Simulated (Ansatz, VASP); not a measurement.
## InP: VASP beside Ansatz

Contents of INCAR:

```
SYSTEM = InP
  ALGO = Normal
  EDIFF = 1E-6
  EDIFFG = -0.01
  ENCUT = 600
  GGA = RE
  IBRION = 2
  ISIF = 3
  ISMEAR = -1
  IVDW = 13
  LASPH = .TRUE.
  LCHARG = .FALSE.
  LREAL = .FALSE.
  LWAVE = .FALSE.
  NELM = 100
  NSW = 60
  PREC = Accurate
  SIGMA = 0.05
```

The input KPOINTS:

```
k-points
0
G
  8 8 8
  0 0 0
```

File POSCAR:

```
InP
1.0
    0.0000000000      2.7688340000      2.7688340000
    2.7688340000      0.0000000000      2.7688340000
    2.7688340000      2.7688340000      0.0000000000
In P
1 1
Direct
    0.0000000000      0.0000000000      0.0000000000
    0.5000000000      0.5000000000      0.5000000000
```

The input input.yaml:

```yaml
crystal:
  lattice:
    - [0.0, 2.768834, 2.768834]
    - [2.768834, 0.0, 2.768834]
    - [2.768834, 2.768834, 0.0]
  atoms:
    - { symbol: In, position: [0.0, 0.0, 0.0] }
    - { symbol: P, position: [0.5, 0.5, 0.5] }
hamiltonian:
  xc: revpbe
  pseudopotentials: { kind: paw }
  dispersion: d4
kpoints:
  mp_grid: { grid: [8, 8, 8] }
scf:
  occupations: { method: fermi_dirac, width: 0.05 }
output:
  forces: true
  stress: true
  eigenvalues: true
  write_density: true
  write_potential: true
  elf: true
  volumetric_format: npy
relax:
  f_tol: 0.01
  max_steps: 40
  cell: { stress_tol: 0.05 }
```

Alike in both runs: task relaxation of cell and atoms; functional revPBE; dispersion D4; k mesh 8 × 8 × 8; occupations fermi-dirac, width 0.05 eV; no spin polarisation.

|  | VASP | Ansatz |
| --- | --- | --- |
| version | VASP 6.6.1 | Ansatz 0.2.0 |
| potentials or method | VASP PAW PBE potentials, release 64 (In_d, P) | Ansatz PAW |
| plane-wave cutoff (eV) | 600 | 420 |
| valence electrons in the cell | 18 | 18 |

Ansatz gave:

| Property | Result |
| --- | --- |
| gap on the k mesh at the Fermi level, each at its own relaxed structure (eV) | none |
| relaxed volume (Å³/atom) | 20.20 |
| relaxed cell length with the largest relative difference (Å) | 3.852 |

Problem. Estimate VASP's values.

Solution. gap on the k mesh at the Fermi level, each at its own relaxed structure (eV): none; relaxed volume (Å³/atom): 20.19; relaxed cell length with the largest relative difference (Å): 3.851.

VASP's potentials were made for PBE, not for revPBE. A gap of «none» marks a metal or a gap that the smearing closes.

Noted on Ansatz's run: the plane-wave basis is chosen anew once the cell has moved, so the energies of steps on either side of that aren't comparable.
